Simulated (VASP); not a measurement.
Crystal: Rb4As.

```
Rb As
1.0
     5.75760    0.00000    0.00000
     0.00000    5.75760    0.00000
     0.00000    0.00000    5.75760
Rb As
4 1
Cartesian
  2.8788 0.0000 0.0000
  0.0000 2.8788 0.0000
  0.0000 0.0000 2.8788
  2.8788 2.8788 2.8788
  0.0000 0.0000 0.0000
```

```yaml
Program: VASP 6.6.1
Task: relaxation of cell and atoms
Functional: PBE
Potentials_or_basis: VASP PAW PBE potentials, release 64 (Rb_sv, As)
Cutoff: 600 eV
k_mesh: 4 × 4 × 4
Occupations: gaussian, width 0.1 eV
Spin: no spin polarisation
```

At the start: pressure 11.4 GPa; volume 38.17 Å³/atom.

Q: Where does the relaxation end?

A: Over 5 steps the energy falls by 657.7 meV/atom and the volume is 68.91 Å³/atom (+80.5 %); space group Pm-3m (No. 221, to 0.05 Å).

Step by step:
| step | energy change (eV) | largest force (eV/Å) | pressure (GPa) | volume (Å³) |
| --- | --- | --- | --- | --- |
| 1 | 0.0000 | 0.0000 | 11.41 | 190.86 |
| 2 | -2.9586 | 0.0000 | 1.99 | 276.20 |
| 3 | -3.2316 | 0.0000 | 0.70 | 309.98 |
| 4 | -3.1889 | 0.0000 | -0.62 | 385.58 |
| 5 | -3.2887 | 0.0000 | -0.09 | 344.57 |

Final structure:
```xyz
5
Lattice="7.0106 0.0000 0.0000 0.0000 7.0106 0.0000 0.0000 0.0000 7.0106" Properties=species:S:1:pos:R:3 pbc="T T T"
Rb    3.5053    0.0000    0.0000
Rb    0.0000    3.5053    0.0000
Rb    0.0000    0.0000    3.5053
Rb    3.5053    3.5053    3.5053
As    0.0000    0.0000    0.0000
```

Caveat: the volume moved by over 15 % at a fixed basis, so the end points are rough.
